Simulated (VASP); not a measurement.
# Ga (I4/mmm) in VASP: a series of runs

Ga is run at these levels: PBEsol; tasks: single point, relaxation of cell and atoms.

Program: VASP 6.6.1. These are calculated values, not measurements. Logs are shortened: lines on timing, memory, paths and dates and some standing lists are left out, and cuts for length are marked.

## Step 1: The cell of the first run

Symmetry: I4/mmm, No. 139, tetragonal system. Conventional cell: a = 2.725 Å, b = 2.725 Å, c = 4.416 Å, α = 90.00°, β = 90.00°, γ = 90.00°. Within 3.6 Å of Ga (site symmetry 4/mmm) lie 12 Ga at 2.73 to 2.93 Å.

## Step 2: Single point, PBEsol

Contents of INCAR:

```
SYSTEM = Ga
PREC = Accurate
ENCUT = 520
EDIFF = 1E-6
ISMEAR = -1
SIGMA = 0.05
LREAL = .FALSE.
LASPH = .TRUE.
NELM = 80
ALGO = Fast
ISIF = 2
LWAVE = .FALSE.
LCHARG = .TRUE.
GGA = PS
LELF = .TRUE.
LVHAR = .TRUE.
NBANDS = 12
```

Contents of KPOINTS:

```
regular mesh
0
G
  13 13 13
  0 0 0
```

Contents of POSCAR:

```
Ga
1.0
   -1.3626074762      1.3626074762      2.2080532969
    1.3626074762     -1.3626074762      2.2080532969
    1.3626074762      1.3626074762     -2.2080532969
Ga
1
Direct
    0.0000000000      0.0000000000      0.0000000000
```

Potentials or basis: VASP PAW PBE potentials, release 64 (Ga_d).

The run is started by

```console
> cat potpaw_PBE.64/Ga_d/POTCAR > POTCAR
> mpirun -np 1 vasp_std > vasp.out
```

OUTCAR:

```text
SYSTEM = Ga
   PREC = Accurate
   ENCUT = 520
   EDIFF = 1E-6
   ISMEAR = -1
   LREAL = .FALSE.
   LASPH = .TRUE.
   NELM = 80
   ISIF = 2
   GGA = PS

 ion  position               nearest neighbor table
   1  0.000  0.000  0.000-

  LATTYP: Found a body centered tetragonal cell.
 ALAT       =     2.7252149524
 C/A-ratio  =     1.6204617511

  Lattice vectors:

 A1 = (  -1.3626074762,   1.3626074762,   2.2080532969)
 A2 = (   1.3626074762,  -1.3626074762,   2.2080532969)
 A3 = (   1.3626074762,   1.3626074762,  -2.2080532969)

Analysis of symmetry for initial positions (statically):
=====================================================================
 Subroutine PRICEL returns:
 Original cell was already a primitive cell.

 Routine SETGRP: Setting up the symmetry group for a
 body centered tetragonal supercell.

 Subroutine GETGRP returns: Found 16 space group operations
 (whereof 16 operations were pure point group operations)
 out of a pool of 16 trial point group operations.

The static configuration has the point symmetry D_4h.

Analysis of symmetry for dynamics (positions and initial velocities):
=====================================================================
 Subroutine PRICEL returns:
 Original cell was already a primitive cell.

 Routine SETGRP: Setting up the symmetry group for a
 body centered tetragonal supercell.

 Subroutine GETGRP returns: Found 16 space group operations
 (whereof 16 operations were pure point group operations)
 out of a pool of 16 trial point group operations.

The dynamic configuration has the point symmetry D_4h.

 Subroutine INISYM returns: Found 16 space group operations
 (whereof 16 operations are pure point group operations),
 and found     1 'primitive' translations

----------------------------------------------------------------------------------------

                                     Primitive cell

  volume of cell :      16.3988

  direct lattice vectors                    reciprocal lattice vectors
    -1.362607476  1.362607476  2.208053297     0.000000000  0.366943532  0.226443809
     1.362607476 -1.362607476  2.208053297     0.366943532  0.000000000  0.226443809
     1.362607476  1.362607476 -2.208053297     0.366943532  0.366943532  0.000000000

  length of vectors
     2.930682110  2.930682110  2.930682110     0.431189465  0.431189465  0.518936520

  position of ions in fractional coordinates (direct lattice)
     0.000000000  0.000000000  0.000000000

  ion indices of the primitive-cell ions
   primitive index   ion index
                 1           1

----------------------------------------------------------------------------------------

 KPOINTS: regular mesh

Automatic generation of k-mesh.
 Grid dimensions read from file:
 generate k-points for:   13   13   13

 Generating k-lattice:

  Cartesian coordinates                     Fractional coordinates (reciprocal lattice)
     0.000000000  0.028226426  0.017418755     0.076923077  0.000000000  0.000000000
     0.028226426  0.000000000  0.017418755     0.000000000  0.076923077  0.000000000
     0.028226426  0.028226426  0.000000000     0.000000000  0.000000000  0.076923077

  Length of vectors
     0.033168420  0.033168420  0.039918194

  Shift w.r.t. Gamma in fractional coordinates (k-lattice)
     0.000000000  0.000000000  0.000000000

 Subroutine IBZKPT returns following result:
 ===========================================

 Found    196 irreducible k-points:

 Following reciprocal coordinates:
            Coordinates               Weight
  0.000000  0.000000  0.000000      1.000000
  0.076923 -0.000000  0.000000      8.000000
  0.153846 -0.000000  0.000000      8.000000
  0.230769 -0.000000  0.000000      8.000000
  0.307692 -0.000000  0.000000      8.000000
  0.384615 -0.000000  0.000000      8.000000
[... 16 lines left out ...]
  0.384615  0.153846  0.000000     16.000000
  0.461538  0.153846  0.000000     16.000000
 [... further k-points ...]
   k-points           NKPTS =    196   k-points in BZ     NKDIM =    196   number of bands    NBANDS=     12
   number of dos      NEDOS =    301   number of ions     NIONS =      1
   total plane-waves  NPLWV =  13824
   dimension x,y,z NGX =    24 NGY =   24 NGZ =   24
   dimension x,y,z NGXF=    48 NGYF=   48 NGZF=   48
   ions per type =               1
   NGX,Y,Z   is equivalent  to a cutoff of  13.61, 13.61, 13.61 a.u.
   NGXF,Y,Z  is equivalent  to a cutoff of  27.23, 27.23, 27.23 a.u.
 SYSTEM =  Ga
   PREC   = accura    normal or accurate (medium, high low for compatibility)
   ISTART =      0    job   : 0-new  1-cont  2-samecut
   ICHARG =      2    charge: 1-file 2-atom 10-const
   ISPIN  =      1    spin polarized calculation?
   LNONCOLLINEAR =      F non collinear calculations
   LSORBIT =      F    spin-orbit coupling
   LASPH  =      T    aspherical Exc in radial PAW
   ENCUT  =  520.0 eV  38.22 Ry    6.18 a.u.   5.45  5.45  5.45*2*pi/ulx,y,z
   NELM   =     80;   NELMIN=  2; NELMDL= -5     # of ELM steps
   EDIFF  = 0.1E-05   stopping-criterion for ELM
   LREAL  =      F    real-space projection
   EDIFFG = 0.1E-04   stopping-criterion for IOM
   NSW    =      0    number of steps for IOM
   IBRION =     -1    ionic relax: 0-MD 1-quasi-New 2-CG
   NFREE  =      0    steps in history (QN), initial steepest desc. (CG)
   ISIF   =      2    stress and relaxation
   ISYM   =      2    0-nonsym 1-usesym 2-fastsym
   POTIM  = 0.5000    time-step for ionic-motion
   TEBEG  =    0.0;   TEEND  =   0.0 temperature during run
   PSTRESS=    0.0 pullay stress
   NELECT =      13.0000    total number of electrons
   NUPDOWN=      -1.0000    fix difference up-down
   EMIN   =  10.00;   EMAX   =-10.00  energy-range for DOS
   EFERMI =   0.00;   METHOD = LEGACY
   ISMEAR =    -1;   SIGMA  =   0.05  broadening in eV -4-tet -1-fermi 0-gaus
   EFERMI_NEDOS =   21; number of points for ismear=-14 and -15
   IALGO  =     68    algorithm
   IMIX   =      4    mixing-type and parameters
     AMIX     =   0.40;   BMIX     =  1.00
     AMIX_MAG =   1.60;   BMIX_MAG =  1.00
  volume/ion in A,a.u.               =      16.40       110.66
  Fermi-wavevector in a.u.,A,eV,Ry     =   1.515138  2.863196 31.234131  2.295644
  Thomas-Fermi vector in A             =   2.624702
   LORBIT       =      0    0 simple, 1 ext, 2 COOP (PROOUT), +10 PAW based schemes
   GGA     = PS    functional components
   LHFCALC =     F    Hartree Fock is set to
   AEXX    =    0.0000 exact exchange contribution
   IVDW    =     0    specifies the selected vdW correction
   LEPSILON=     F    determine dielectric tensor
   LRPA    =     F    only Hartree local field effects (RPA)
 non-spin polarized calculation
 RMM-DIIS sequential band-by-band and
  energy-cutoff  :      520.00
  volume of cell :       16.40
 maximum number of plane-waves:       458
 NGX is ok and might be reduce to    24
   NGX = 11   NGY = 11   NGZ = 11

 number of electron      13.0000006 magnetization

 Free energy of the ion-electron system (eV)
  ---------------------------------------------------
  ext. energy  EPLUGINS =         0.00000000
  ---------------------------------------------------
  free energy    TOTEN  =        -3.31939922 eV

  energy without entropy =       -3.31731781  energy(sigma->0) =       -3.31835851

 E-fermi :   6.7611     XC(G=0): -11.8735

 val. band max:        6.7609821960   @ k =   0.3846   0.2308   0.1538
 cond. band min:       6.7986394037   @ k =  -0.4615   0.4615   0.1538
 fundamental gap:      0.0376572078
 Fermi energy:         6.7611482793

 k-point     1 :       0.0000    0.0000    0.0000
  band No.  band energies     occupation
      1      -8.3458      2.00000
      2      -8.1568      2.00000
      3      -8.1568      2.00000
      4      -8.1551      2.00000
      5      -7.9624      2.00000
      6      -5.4067      2.00000
      7      20.6370      0.00000
      8      20.6370      0.00000
      9      20.6544      0.00000
     10      23.6968      0.00000
     11      23.9467      0.00000
     12      24.6720      0.00000

 k-point     2 :       0.0769   -0.0000    0.0000
  band No.  band energies     occupation
      1      -8.3348      2.00000
      2      -8.1646      2.00000
      3      -8.1485      2.00000
      4      -8.1481      2.00000
      5      -7.9683      2.00000
      6      -5.2370      2.00000
      7      18.5470      0.00000
      8      20.0055      0.00000
      9      20.4341      0.00000
     10      22.7638      0.00000
     11      24.3151      0.00000
     12      25.1732      0.00000

 k-point     3 :       0.1538   -0.0000    0.0000
  band No.  band energies     occupation
      1      -8.3134      2.00000
      2      -8.1895      2.00000
      3      -8.1279      2.00000
      4      -8.1201      2.00000
      5      -7.9821      2.00000
      6      -4.7221      2.00000
      7      15.1097      0.00000
      8      18.8049      0.00000
      9      20.0495      0.00000
     10      22.2923      0.00000
     11      23.2190      0.00000
     12      26.4085      0.00000
[... 286 lines left out ...]
 k-point    23 :       0.3846    0.1538    0.0000
  band No.  band energies     occupation
      1      -8.3005      2.00000
      2      -8.2330      2.00000
      3      -8.1464      2.00000
      4      -7.9983      2.00000
      5      -7.9309      2.00000
      6       0.5827      2.00000
      7       4.8684      2.00000
      8      13.8396      0.00000
      9      15.1328      0.00000
     10      20.1345      0.00000
     11      22.5082      0.00000
     12      27.5528      0.00000

 k-point    24 :       0.4615    0.1538    0.0000
  band No.  band energies     occupation
      1      -8.3200      2.00000
      2      -8.2273      2.00000
      3      -8.1557      2.00000
      4      -8.0047      2.00000
      5      -7.8927      2.00000
      6       2.2989      2.00000
      7       2.8570      2.00000
      8      14.0034      0.00000
      9      15.2800      0.00000
     10      19.2534      0.00000
     11      22.5566      0.00000
     12      28.2330      0.00000

 [... further k-points ...]
[... 5 lines left out ...]
  --------------------------------------------------------------------------------------
  -------------------------------------------------------------------------------------
  Total        0.5248794      0.5248794      0.5244353      0.0000000      0.0000000      0.0000000
  in kB       51.2813035     51.2813035     51.2379119      0.0000000      0.0000000      0.0000000
  external PRESSURE =      51.2668396 kB  Pullay stress =       0.0000000 kB

 VOLUME and BASIS-vectors are now :
 -----------------------------------------------------------------------------
  energy-cutoff  :      520.00
  volume of cell :       16.40
      direct lattice vectors                 reciprocal lattice vectors
    -1.362607476  1.362607476  2.208053297     0.000000000  0.366943532  0.226443809
     1.362607476 -1.362607476  2.208053297     0.366943532  0.000000000  0.226443809
     1.362607476  1.362607476 -2.208053297     0.366943532  0.366943532  0.000000000

 POSITION                                       TOTAL-FORCE (eV/Angst)
 -----------------------------------------------------------------------------------
      0.00000      0.00000      0.00000         0.000000      0.000000      0.000000
 -----------------------------------------------------------------------------------
    total drift:                               -0.000000      0.000000      0.000000

  FREE ENERGIE OF THE ION-ELECTRON SYSTEM (eV)
  ---------------------------------------------------
  free  energy   TOTEN  =        -3.3193992156 eV

  energy  without entropy=       -3.3173178142  energy(sigma->0) =       -3.31835851
```

It took 20 s on 1 thread of Intel Xeon Platinum 8488C (Sapphire Rapids), shared host; peak memory 0.16 GiB.

Results:

| Quantity | Value |
| --- | --- |
| Free energy | -3.3194 eV |
| Pressure | 5.1 GPa |

Caveat: the PAW data sets were made with another functional, which shifts forces and pressure a little.

## Step 3: Single point, PBEsol

This run uses another cell than the first one, of 17.06 Å³/atom, 1.040 times its volume.

Contents of INCAR:

```
SYSTEM = Ga
PREC     = Accurate       ! precision mode
ENCUT    = 520            ! plane-wave cutoff, eV
EDIFF    = 1E-6           ! SCF threshold, eV
ISMEAR   = -1             ! smearing method
SIGMA    = 0.05           ! smearing width, eV
LREAL    = .FALSE.        ! projectors in reciprocal space
LASPH    = .TRUE.         ! aspherical terms in the spheres
NELM     = 80             ! most SCF steps
ALGO     = Normal         ! electronic algorithm
ISIF     = 2              ! what is computed and relaxed
LWAVE    = .FALSE.        ! write WAVECAR
LCHARG   = .FALSE.        ! write CHGCAR
GGA      = PS             ! functional
NBANDS   = 12             ! bands
```

KPOINTS is that of step 2.

Contents of POSCAR:

```
Ga
1.0
   -1.3791298932      1.3791298932      2.2419765111
    1.3791298932     -1.3791298932      2.2419765111
    1.3791298932      1.3791298932     -2.2419765111
Ga
1
Direct
    0.0000000000      0.0000000000      0.0000000000
```

Potentials or basis: VASP PAW PBE potentials, release 64 (Ga_d).

The run is started by

```console
> cat potpaw_PBE.64/Ga_d/POTCAR > POTCAR
> mpirun -np 1 vasp_std > vasp.out
```

Run time: 16 s. Hardware: 1 thread of Intel Xeon Platinum 8488C (Sapphire Rapids), shared host; peak memory 0.16 GiB.

Results (log left out):

```
Free energy : -3.3340 eV
Pressure    : 2.0 GPa
```

Levels at points of the mesh, in eV from the Fermi level:
```csv
k point,band 3,band 4,band 5,band 6,band 7,band 8,band 9,band 10
"(0.00, 0.00, 0.00)",-14.85,-14.85,-14.67,-11.81,13.39,13.43,13.43,16.75
```

Caveat: the PAW data sets were made with another functional, which shifts forces and pressure a little.

## Step 4: Relaxation of cell and atoms, PBEsol, target pressure 2 GPa, at which the enthalpy is minimised

This run uses another cell than the first one, of 17.72 Å³/atom, 1.080 times its volume.

Contents of INCAR:

```
SYSTEM = Ga
PREC     = Accurate       ! precision mode
ENCUT    = 600            ! plane-wave cutoff, eV
EDIFF    = 1E-7           ! SCF threshold, eV
ISMEAR   = -1             ! smearing method
SIGMA    = 0.05           ! smearing width, eV
LREAL    = .False.        ! projectors in reciprocal space
LASPH    = .True.         ! aspherical terms in the spheres
NELM     = 60             ! most SCF steps
ALGO     = Normal         ! electronic algorithm
ISIF     = 3              ! what is computed and relaxed
LWAVE    = .False.        ! write WAVECAR
LCHARG   = .False.        ! write CHGCAR
GGA      = PS             ! functional
IBRION   = 2              ! ionic algorithm
NSW      = 60             ! ionic steps
EDIFFG   = -0.01          ! ionic threshold
PSTRESS  = 20.0
```

Contents of KPOINTS:

```
Automatic mesh
0
Gamma
  13 13 13
  0 0 0
```

Contents of POSCAR:

```
Ga
1.0
   -1.3843987196      1.3843987196      2.3112238365
    1.3843987196     -1.3843987196      2.3112238365
    1.3843987196      1.3843987196     -2.3112238365
Ga
1
Direct
    0.0000000000      0.0000000000      0.0000000000
```

The run is started by

```console
> cat potpaw_PBE.64/Ga_d/POTCAR > POTCAR
> mpirun -np 1 vasp_std > vasp.out
```

Run time: 63 s. Hardware: 1 thread of Intel Xeon Platinum 8488C (Sapphire Rapids), shared host; peak memory 0.17 GiB.

It converged, with:

| Quantity | Value |
| --- | --- |
| Free energy | -3.3341 eV |
| Relaxed volume | 17.05 Å³/atom |
| Relaxed cell | a = 2.970 Å, b = 2.970 Å, c = 2.970 Å, α = 124.65°, β = 124.65°, γ = 82.12° |
| Space group after relaxing (to 0.05 Å) | I4/mmm (No. 139) |
| Energy change on relaxing (the enthalpy is what falls) | +3.4 meV/atom |
| Ionic steps | 7 |
| Pressure after relaxing | 2.1 GPa |

Step by step:
| step | energy change (eV) | largest force (eV/Å) | pressure (GPa) | volume (Å³) |
| --- | --- | --- | --- | --- |
| 1 | 0.0000 | 0.0000 | -0.30 | 17.72 |
| 2 | 0.0036 | 0.0000 | 2.20 | 17.07 |
| 3 | 0.0031 | 0.0000 | 1.96 | 17.12 |
| 4 | 0.0032 | 0.0000 | 2.08 | 17.11 |
| 5 | 0.0032 | 0.0000 | 2.00 | 17.10 |
| 6 | 0.0032 | 0.0000 | 2.00 | 17.09 |
| 7 | 0.0034 | 0.0000 | 2.06 | 17.05 |

Final structure:
```
Ga
1.0
    -1.37966    1.37966    2.23976
     1.37966   -1.37966    2.23976
     1.37966    1.37966   -2.23976
Ga
1
Direct
  0.00000 0.00000 0.00000
```

Levels at points of the mesh, in eV from the Fermi level:
| k point | band 3 | band 4 | band 5 | band 6 | band 7 | band 8 | band 9 | band 10 |
| --- | --- | --- | --- | --- | --- | --- | --- | --- |
| (0.00, 0.00, 0.00) | -14.85 | -14.85 | -14.67 | -11.81 | 13.40 | 13.43 | 13.43 | 16.74 |

Caveat: the cell is relaxed towards a set pressure, so the enthalpy falls and the energy may rise; the PAW data sets were made with another functional, which shifts forces and pressure a little.

## Step 5: The runs side by side

| task | cell | cutoff (eV) | gap on the mesh (eV) | pressure (GPa) |
| --- | --- | --- | --- | --- |
| single point | a = 2.931 Å, angles 124.6, 124.6, 82.2°, 1 atom | 520 | none | 5.1 |
| single point | a = 2.972 Å, angles 124.7, 124.7, 82.0°, 1 atom | 520 | none | 2.0 |
| relaxation of cell and atoms | relaxed to 2 GPa from a = 3.029 Å, angles 125.6, 125.6, 80.5°, 1 atom | 600 | none | 2.1 |

Alike in all rows: level PBEsol; potentials or basis VASP PAW PBE potentials, release 64 (Ga_d); no spin polarisation; k mesh 13 × 13 × 13; smearing fermi-dirac 0.05 eV.

Caveats: the PAW data sets were made with another functional, which shifts forces and pressure a little; the cell is relaxed towards a set pressure, so the enthalpy falls and the energy may rise (some runs).

Total energies depend on the potentials used, so only differences within one code and one set of settings carry meaning.
